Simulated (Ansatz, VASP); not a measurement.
**Two plane-wave programs on CO2**

File INCAR:

```
  PREC = Accurate
  ENCUT = 520
  EDIFF = 1E-7
  ISMEAR = 0
  SIGMA = 0.05
  LREAL = False
  LASPH = True
  NELM = 100
  ALGO = Normal
  ISIF = 2
  LWAVE = False
  LCHARG = True
  GGA = PE
  LELF = True
  LVHAR = True
  NBANDS = 44
```

Contents of KPOINTS:

```
regular mesh
0
Gamma
  4 4 4
```

POSCAR

```
CO2
1.0
    6.2456908964      0.0000000000      0.0000000000
    0.0000000000      6.2456908964      0.0000000000
    0.0000000000      0.0000000000      6.2456908964
C O
4 8
Direct
    0.0000000000      0.0000000000      0.0000000000
    0.5000000000      0.0000000000      0.5000000000
    0.5000000000      0.5000000000      0.0000000000
    0.0000000000      0.5000000000      0.5000000000
    0.1114834447      0.1114834447      0.1114834447
    0.3885165553      0.8885165553      0.6114834447
    0.6114834447      0.3885165553      0.8885165553
    0.8885165553      0.6114834447      0.3885165553
    0.8885165553      0.8885165553      0.8885165553
    0.6114834447      0.1114834447      0.3885165553
    0.3885165553      0.6114834447      0.1114834447
    0.1114834447      0.3885165553      0.6114834447
```

Input for Ansatz:

```yaml
crystal:
  lattice:
    - [6.2456908964, 0.0, 0.0]
    - [0.0, 6.2456908964, 0.0]
    - [0.0, 0.0, 6.2456908964]
  atoms:
    - { symbol: C, position: [0.0, 0.0, 0.0] }
    - { symbol: C, position: [0.5, 0.0, 0.5] }
    - { symbol: C, position: [0.5, 0.5, 0.0] }
    - { symbol: C, position: [0.0, 0.5, 0.5] }
    - { symbol: O, position: [0.1114834447, 0.1114834447, 0.1114834447] }
    - { symbol: O, position: [0.3885165553, 0.8885165553, 0.6114834447] }
    - { symbol: O, position: [0.6114834447, 0.3885165553, 0.8885165553] }
    - { symbol: O, position: [0.8885165553, 0.6114834447, 0.3885165553] }
    - { symbol: O, position: [0.8885165553, 0.8885165553, 0.8885165553] }
    - { symbol: O, position: [0.6114834447, 0.1114834447, 0.3885165553] }
    - { symbol: O, position: [0.3885165553, 0.6114834447, 0.1114834447] }
    - { symbol: O, position: [0.1114834447, 0.3885165553, 0.6114834447] }
basis:
  ecutwfc: 520.0
kpoints:
  mp_grid: { grid: [4, 4, 4] }
hamiltonian:
  xc: pbe
scf:
  occupations: { method: gaussian, width: 0.05 }
output:
  forces: true
  stress: true
  eigenvalues: true
```

Alike in both runs: task single point; functional PBE; k mesh 4 × 4 × 4; occupations gaussian, width 0.05 eV; no spin polarisation.

|  | VASP | Ansatz |
| --- | --- | --- |
| version | VASP 6.6.1 | Ansatz 0.2.0 |
| potentials or method | VASP PAW PBE potentials, release 64 (C, O), cutoff 520 eV | scalar-relativistic, plane waves, PAW |
| valence electrons in the cell | 64 | 64 |

```tsv
	VASP	Ansatz	Ansatz less VASP
gap on the k mesh at the Fermi level (eV)	6.33	6.35	+0.018
least direct gap on the mesh (eV)	6.33	6.35	+0.018
pressure (GPa)	-6.1	-7.0	-0.86
rms of the force components (eV/Å)	1.299	1.532	+0.2331
```

Atom by atom the forces differ by 0.233 eV/Å (rms over components). With one functional, cell and mesh, what is left measures potentials, basis and numerics.

Noted on VASP's run: the standard files for N, O and F lose accuracy on very short bonds.
